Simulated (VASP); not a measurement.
A run of VASP 6.6.1 is set up as follows.

Contents of POSCAR:

```
LaZrIn3
1.0
   -0.1070195800      4.6212952100      0.0516322800
    4.6474192400     -0.1070195800      0.0449861200
    2.2096247900      2.1876135800     -6.3227062200
La In Zr
1 3 1
Direct
    0.9611110000      0.0141960000      0.0272310000
    0.6385000000      0.6066540000      0.7782770000
    0.4168230000      0.4076160000      0.1904930000
    0.7500130000      0.2504430000      0.5144420000
    0.2160070000      0.7812120000      0.4918180000
```

File INCAR.step1:

```
SYSTEM = LaZrIn3
PREC = Accurate
ENCUT = 520
ISMEAR = 0
SIGMA = 0.0146
LREAL = .FALSE.
LASPH = .TRUE.
NELM = 100
NBANDS = 39
GGA = PE
ALGO = Normal
EDIFF = 1E-4
LWAVE = .TRUE.
LCHARG = .FALSE.
```

Contents of INCAR.step2:

```
SYSTEM = LaZrIn3
PREC = Accurate
ENCUT = 520
EDIFF = 1E-7
ISMEAR = 0
SIGMA = 0.0146
LREAL = .FALSE.
LASPH = .TRUE.
NELM = 100
ALGO = Normal
ISIF = 2
LWAVE = .FALSE.
LCHARG = .TRUE.
METAGGA = R2SCAN
LMIXTAU = .TRUE.
LELF = .TRUE.
LVHAR = .TRUE.
NBANDS = 39
ISTART = 1
```

The input KPOINTS:

```
Automatic mesh
0
Gamma
  4 4 3
  0 0.5 0
```

Potentials or basis: VASP PAW PBE potentials, release 64 (La, In_d, Zr_sv).

The run is started by

```sh
$ cat potpaw_PBE.64/La/POTCAR potpaw_PBE.64/In_d/POTCAR potpaw_PBE.64/Zr_sv/POTCAR > POTCAR
$ cp INCAR.step1 INCAR
$ mpirun -np 1 vasp_std > vasp.out
$ cp INCAR.step2 INCAR
$ mpirun -np 1 vasp_std > vasp.out
```

**Question.** Predict the largest force.

**Answer.** 2.044 eV/Å.

**Question.** Predict the band gap on the k mesh.

**Answer.** Zero (bands 31 and 32 overlap by 0.39 eV).

**Question.** Estimate the pressure.

**Answer.** 1.1 GPa.

Forces in eV/Å, atoms in the order of the input:
```
La  -0.237  0.444  0.249
In   0.445 -1.401  0.143
In   0.510 -0.628 -1.614
In  -0.273 -0.332  0.670
Zr  -0.445  1.917  0.552
```

Caveat: the PAW data sets were made with another functional, which shifts forces and pressure a little; spin-orbit coupling is left out, which moves the levels of the heavy elements.
